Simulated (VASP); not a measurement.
# HfN (P6_3/mmc) in VASP: settings compared

Aim: see how the results for HfN move with the level of theory and the settings. Levels: LDA, r2SCAN. Tasks: single point.

Everything below comes from runs of VASP 6.6.1. Logs are shortened: lines on timing, memory, paths and dates and some standing lists are left out, and cuts for length are marked.

### Step 1. The cell of the first run

Symmetry: P6_3/mmc, No. 194, hexagonal system. The conventional cell has a = 3.195 Å, b = 3.195 Å, c = 5.523 Å, α = 90.00°, β = 90.00°, γ = 120.00°. Within 3.0 Å of Hf (site symmetry -6m2) lie 6 N at 2.30 Å. N (site symmetry -3m) has 6 Hf at 2.30 Å and 2 N at 2.76 Å within 3.0 Å.

### Step 2. Single point, LDA

The input, INCAR:

```
PREC = Accurate ; ENCUT = 520
EDIFF = 1E-6 ; ISMEAR = -1
SIGMA = 0.05 ; LREAL = F
LASPH = T ; NELM = 80
ALGO = Normal ; ISIF = 2
LWAVE = F ; LCHARG = F
NBANDS = 23
```

The input, KPOINTS:

```
Automatic mesh
0
Gamma
  10 10 5
```

The input, POSCAR:

```
HfN
1.0
    3.1953728034      0.0000000000      0.0000000000
   -1.5976864018      2.7672740223      0.0000000000
    0.0000000000      0.0000000000      5.5230058234
Hf N
2 2
Direct
    0.3333333333      0.6666666667      0.2500000000
    0.6666666667      0.3333333333      0.7500000000
    0.0000000000      0.0000000000      0.5000000000
    0.0000000000      0.0000000000      0.0000000000
```

Potentials or basis: VASP PAW LDA potentials, release 64 (Hf_pv, N).

Launch:

```console
cat potpaw_LDA.64/Hf_pv/POTCAR potpaw_LDA.64/N/POTCAR > POTCAR
mpirun -np 1 vasp_std > vasp.out
```

OUTCAR:

```text
PREC = Accurate
   ENCUT = 520
   EDIFF = 1E-6
   ISMEAR = -1
   LREAL = F
   LASPH = T
   NELM = 80
   ISIF = 2

 ion  position               nearest neighbor table
   1  0.333  0.667  0.250-   3 2.30   4 2.30   3 2.30   4 2.30   3 2.30   4 2.30   2 3.32   2 3.32
                             2 3.32   2 3.32   2 3.32   2 3.32
   2  0.667  0.333  0.750-   3 2.30   4 2.30   3 2.30   4 2.30   3 2.30   4 2.30   1 3.32   1 3.32
                             1 3.32   1 3.32   1 3.32   1 3.32
   3  0.000  0.000  0.500-   1 2.30   2 2.30   2 2.30   1 2.30   2 2.30   1 2.30
   4  0.000  0.000  0.000-   1 2.30   2 2.30   2 2.30   1 2.30   2 2.30   1 2.30

  LATTYP: Found a hexagonal cell.
 ALAT       =     3.1953728034
 C/A-ratio  =     1.7284386402

  Lattice vectors:

 A1 = (   3.1953728034,   0.0000000000,   0.0000000000)
 A2 = (  -1.5976864018,   2.7672740223,   0.0000000000)
 A3 = (   0.0000000000,   0.0000000000,   5.5230058234)

Analysis of symmetry for initial positions (statically):
=====================================================================
 Subroutine PRICEL returns:
 Original cell was already a primitive cell.

 Routine SETGRP: Setting up the symmetry group for a
 hexagonal supercell.

 Subroutine GETGRP returns: Found 24 space group operations
 (whereof 12 operations were pure point group operations)
 out of a pool of 24 trial point group operations.

The static configuration has the point symmetry D_3d.
 The point group associated with its full space group is D_6h.

Analysis of symmetry for dynamics (positions and initial velocities):
=====================================================================
 Subroutine PRICEL returns:
 Original cell was already a primitive cell.

 Routine SETGRP: Setting up the symmetry group for a
 hexagonal supercell.

 Subroutine GETGRP returns: Found 24 space group operations
 (whereof 12 operations were pure point group operations)
 out of a pool of 24 trial point group operations.

The dynamic configuration has the point symmetry D_3d.
 The point group associated with its full space group is D_6h.

 Subroutine INISYM returns: Found 24 space group operations
 (whereof 12 operations are pure point group operations),
 and found     1 'primitive' translations

----------------------------------------------------------------------------------------

                                     Primitive cell

  volume of cell :      48.8370

  direct lattice vectors                    reciprocal lattice vectors
     3.195372803  0.000000000  0.000000000     0.312952529  0.180683227  0.000000000
    -1.597686402  2.767274022  0.000000000     0.000000000  0.361366454  0.000000000
     0.000000000  0.000000000  5.523005823     0.000000000  0.000000000  0.181060827

  length of vectors
     3.195372803  3.195372803  5.523005823     0.361366454  0.361366454  0.181060827

  position of ions in fractional coordinates (direct lattice)
     0.333333333  0.666666667  0.250000000
     0.666666667  0.333333333  0.750000000
     0.000000000  0.000000000  0.500000000
     0.000000000  0.000000000  0.000000000

  ion indices of the primitive-cell ions
   primitive index   ion index
                 1           1
                 2           2
                 3           3
                 4           4

----------------------------------------------------------------------------------------

 KPOINTS: Automatic mesh

Automatic generation of k-mesh.
 Grid dimensions read from file:
 generate k-points for:   10   10    5

 Generating k-lattice:

  Cartesian coordinates                     Fractional coordinates (reciprocal lattice)
     0.031295253  0.018068323  0.000000000     0.100000000 -0.000000000  0.000000000
     0.000000000  0.036136645  0.000000000     0.000000000  0.100000000  0.000000000
     0.000000000  0.000000000  0.036212165     0.000000000  0.000000000  0.200000000

  Length of vectors
     0.036136645  0.036136645  0.036212165

  Shift w.r.t. Gamma in fractional coordinates (k-lattice)
     0.000000000  0.000000000  0.000000000

 Subroutine IBZKPT returns following result:
 ===========================================

 Found     42 irreducible k-points:

 Following reciprocal coordinates:
            Coordinates               Weight
  0.000000  0.000000  0.000000      1.000000
  0.100000  0.000000  0.000000      6.000000
  0.200000  0.000000  0.000000      6.000000
  0.300000  0.000000  0.000000      6.000000
  0.400000  0.000000  0.000000      6.000000
  0.500000  0.000000  0.000000      3.000000
[... 16 lines left out ...]
  0.300000  0.100000  0.200000     24.000000
  0.400000  0.100000  0.200000     24.000000
 [... further k-points ...]
   k-points           NKPTS =     42   k-points in BZ     NKDIM =     42   number of bands    NBANDS=     23
   number of dos      NEDOS =    301   number of ions     NIONS =      4
   total plane-waves  NPLWV =  24192
   dimension x,y,z NGX =    24 NGY =   24 NGZ =   42
   dimension x,y,z NGXF=    48 NGYF=   48 NGZF=   84
   ions per type =               2   2
   NGX,Y,Z   is equivalent  to a cutoff of  12.49, 12.49, 12.64 a.u.
   NGXF,Y,Z  is equivalent  to a cutoff of  24.97, 24.97, 25.28 a.u.
 SYSTEM =  unknown system
   PREC   = accura    normal or accurate (medium, high low for compatibility)
   ISTART =      0    job   : 0-new  1-cont  2-samecut
   ICHARG =      2    charge: 1-file 2-atom 10-const
   ISPIN  =      1    spin polarized calculation?
   LNONCOLLINEAR =      F non collinear calculations
   LSORBIT =      F    spin-orbit coupling
   LASPH  =      T    aspherical Exc in radial PAW
   ENCUT  =  520.0 eV  38.22 Ry    6.18 a.u.   5.94  5.94 10.27*2*pi/ulx,y,z
   NELM   =     80;   NELMIN=  2; NELMDL= -5     # of ELM steps
   EDIFF  = 0.1E-05   stopping-criterion for ELM
   LREAL  =      F    real-space projection
   EDIFFG = 0.1E-04   stopping-criterion for IOM
   NSW    =      0    number of steps for IOM
   IBRION =     -1    ionic relax: 0-MD 1-quasi-New 2-CG
   NFREE  =      0    steps in history (QN), initial steepest desc. (CG)
   ISIF   =      2    stress and relaxation
   ISYM   =      2    0-nonsym 1-usesym 2-fastsym
   POTIM  = 0.5000    time-step for ionic-motion
   TEBEG  =    0.0;   TEEND  =   0.0 temperature during run
   PSTRESS=    0.0 pullay stress
   NELECT =      30.0000    total number of electrons
   NUPDOWN=      -1.0000    fix difference up-down
   EMIN   =  10.00;   EMAX   =-10.00  energy-range for DOS
   EFERMI =   0.00;   METHOD = LEGACY
   ISMEAR =    -1;   SIGMA  =   0.05  broadening in eV -4-tet -1-fermi 0-gaus
   EFERMI_NEDOS =   21; number of points for ismear=-14 and -15
   IALGO  =     38    algorithm
   IMIX   =      4    mixing-type and parameters
     AMIX     =   0.40;   BMIX     =  1.00
     AMIX_MAG =   1.60;   BMIX_MAG =  1.00
  volume/ion in A,a.u.               =      12.21        82.39
  Fermi-wavevector in a.u.,A,eV,Ry     =   1.391657  2.629850 26.350525  1.936709
  Thomas-Fermi vector in A             =   2.515475
   LORBIT       =      0    0 simple, 1 ext, 2 COOP (PROOUT), +10 PAW based schemes
   GGA     = CA    functional components
   LHFCALC =     F    Hartree Fock is set to
   AEXX    =    0.0000 exact exchange contribution
   IVDW    =     0    specifies the selected vdW correction
   LEPSILON=     F    determine dielectric tensor
   LRPA    =     F    only Hartree local field effects (RPA)
 non-spin polarized calculation
  energy-cutoff  :      520.00
  volume of cell :       48.84
 maximum number of plane-waves:      1333
 NGX is ok and might be reduce to    24
   NGX = 11   NGY = 11   NGZ = 21

 number of electron      30.0000005 magnetization

 Free energy of the ion-electron system (eV)
  ---------------------------------------------------
  ext. energy  EPLUGINS =         0.00000000
  ---------------------------------------------------
  free energy    TOTEN  =       -47.25768154 eV

  energy without entropy =      -47.24440182  energy(sigma->0) =      -47.25104168

 E-fermi :   7.2937     XC(G=0): -12.6933

 val. band max:        7.2538603679   @ k =   0.1000   0.0000   0.2000
 cond. band min:       7.3096802526   @ k =   0.1000   0.1000   0.0000
 fundamental gap:      0.0558198847
 Fermi energy:         7.2937180386

 k-point     1 :       0.0000    0.0000    0.0000
  band No.  band energies     occupation
      1     -24.3374      2.00000
      2     -23.6355      2.00000
      3     -23.5320      2.00000
      4     -23.5320      2.00000
      5     -23.4798      2.00000
      6     -23.4798      2.00000
[... 15 lines left out ...]
     22      12.4343      0.00000
     23      12.4343      0.00000

 k-point     2 :       0.1000    0.0000    0.0000
  band No.  band energies     occupation
      1     -24.3085      2.00000
      2     -23.6383      2.00000
      3     -23.6019      2.00000
      4     -23.5537      2.00000
      5     -23.5472      2.00000
      6     -23.4872      2.00000
[... 15 lines left out ...]
     22      12.0853      0.00000
     23      12.4027      0.00000

 k-point     3 :       0.2000    0.0000    0.0000
  band No.  band energies     occupation
      1     -24.2288      2.00000
      2     -23.7881      2.00000
      3     -23.7111      2.00000
      4     -23.6495      2.00000
      5     -23.6053      2.00000
      6     -23.5113      2.00000
[... 15 lines left out ...]
     22      11.7112      0.00000
     23      11.7185      0.00000

 k-point     4 :       0.3000    0.0000    0.0000
  band No.  band energies     occupation
      1     -24.1179      2.00000
      2     -24.0147      2.00000
      3     -23.9007      2.00000
      4     -23.6746      2.00000
      5     -23.6642      2.00000
      6     -23.5449      2.00000
[... 15 lines left out ...]
     22      12.4439      0.00000
     23      12.4862      0.00000

 k-point     5 :       0.4000    0.0000    0.0000
  band No.  band energies     occupation
      1     -24.1920      2.00000
      2     -24.0481      2.00000
      3     -24.0068      2.00000
      4     -23.7153      2.00000
      5     -23.7098      2.00000
      6     -23.5736      2.00000
[... 15 lines left out ...]
     22      12.6065      0.00000
     23      13.7712      0.00000

 k-point     6 :       0.5000    0.0000    0.0000
  band No.  band energies     occupation
      1     -24.2583      2.00000
      2     -24.1032      2.00000
      3     -23.9507      2.00000
      4     -23.7444      2.00000
      5     -23.7268      2.00000
      6     -23.5847      2.00000
[... 15 lines left out ...]
     22      12.5918      0.00000
     23      14.3616      0.00000

 k-point     7 :       0.1000    0.1000    0.0000
  band No.  band energies     occupation
      1     -24.2542      2.00000
      2     -23.7027      2.00000
      3     -23.6959      2.00000
      4     -23.6453      2.00000
      5     -23.5695      2.00000
      6     -23.5177      2.00000
[... 353 lines left out ...]
     22      13.0204      0.00000
     23      13.9503      0.00000

 k-point    21 :       0.1000    0.1000    0.2000
  band No.  band energies     occupation
      1     -24.2058      2.00000
      2     -23.7594      2.00000
      3     -23.6926      2.00000
      4     -23.6447      2.00000
      5     -23.5633      2.00000
      6     -23.5251      2.00000
[... 15 lines left out ...]
     22      11.6328      0.00000
     23      11.8474      0.00000

 k-point    22 :       0.2000    0.1000    0.2000
  band No.  band energies     occupation
      1     -24.1366      2.00000
      2     -23.9174      2.00000
      3     -23.8386      2.00000
      4     -23.6912      2.00000
      5     -23.6246      2.00000
      6     -23.5685      2.00000
[... 15 lines left out ...]
     22      12.3388      0.00000
     23      12.5889      0.00000

 k-point    23 :       0.3000    0.1000    0.2000
  band No.  band energies     occupation
      1     -24.1418      2.00000
      2     -24.0533      2.00000
      3     -23.9337      2.00000
      4     -23.7273      2.00000
      5     -23.6847      2.00000
      6     -23.6082      2.00000
[... 15 lines left out ...]
     22      12.6520      0.00000
     23      12.8625      0.00000

 k-point    24 :       0.4000    0.1000    0.2000
  band No.  band energies     occupation
      1     -24.2361      2.00000
      2     -24.1152      2.00000
      3     -23.9073      2.00000
      4     -23.7507      2.00000
      5     -23.7301      2.00000
      6     -23.6330      2.00000
[... 15 lines left out ...]
     22      12.8024      0.00000
     23      13.8559      0.00000

 [... further k-points ...]

------------------------ aborting loop because EDIFF is reached ----------------------------------------

  FORCE on cell =-STRESS in cart. coord.  units (eV):
  Direction    XX          YY          ZZ          XY          YZ          ZX
  --------------------------------------------------------------------------------------
  -------------------------------------------------------------------------------------
  Total       -7.0397772     -7.0397772     -7.2289838      0.0000000      0.0000000      0.0000000
  in kB     -230.9512368   -230.9512368   -237.1584672      0.0000000      0.0000000      0.0000000
  external PRESSURE =    -233.0203136 kB  Pullay stress =       0.0000000 kB

 VOLUME and BASIS-vectors are now :
 -----------------------------------------------------------------------------
  energy-cutoff  :      520.00
  volume of cell :       48.84
      direct lattice vectors                 reciprocal lattice vectors
     3.195372803  0.000000000  0.000000000     0.312952529  0.180683227  0.000000000
    -1.597686402  2.767274022  0.000000000     0.000000000  0.361366454  0.000000000
     0.000000000  0.000000000  5.523005823     0.000000000  0.000000000  0.181060827

 POSITION                                       TOTAL-FORCE (eV/Angst)
 -----------------------------------------------------------------------------------
     -0.00000      1.84485      1.38075        -0.000000      0.000000      0.000000
      1.59769      0.92242      4.14225         0.000000     -0.000000      0.000000
      0.00000      0.00000      2.76150        -0.000000      0.000000      0.000000
      0.00000      0.00000      0.00000        -0.000000      0.000000      0.000000
 -----------------------------------------------------------------------------------
    total drift:                               -0.000000      0.000000     -0.000000

  FREE ENERGIE OF THE ION-ELECTRON SYSTEM (eV)
  ---------------------------------------------------
  free  energy   TOTEN  =       -47.2576815415 eV

  energy  without entropy=      -47.2444018212  energy(sigma->0) =      -47.25104168
```

Run time: 56 s. Hardware: 1 thread of AMD EPYC 7R43 (Zen 3), shared host; peak memory 0.12 GiB.

What came out:

| Item | Value |
| --- | --- |
| Free energy | -47.2577 eV |
| Pressure | -23.3 GPa |
| Band gap on the k mesh | zero (bands 15 and 16 overlap by 1.52 eV) |

Levels at points of the mesh, in eV from the Fermi level:
```tsv
k point	band 13	band 14	band 15	band 16	band 17	band 18
(0.00, 0.00, 0.00)	-3.46	-1.72	-0.64	0.61	0.61	0.78
(0.50, 0.00, 0.00)	-3.21	-2.68	-2.39	2.21	2.49	4.03
```

Caveat: the cell stands under tension; spin-orbit coupling is left out, which moves the levels of the heavy elements.

(Continued in part 2 of 2.)
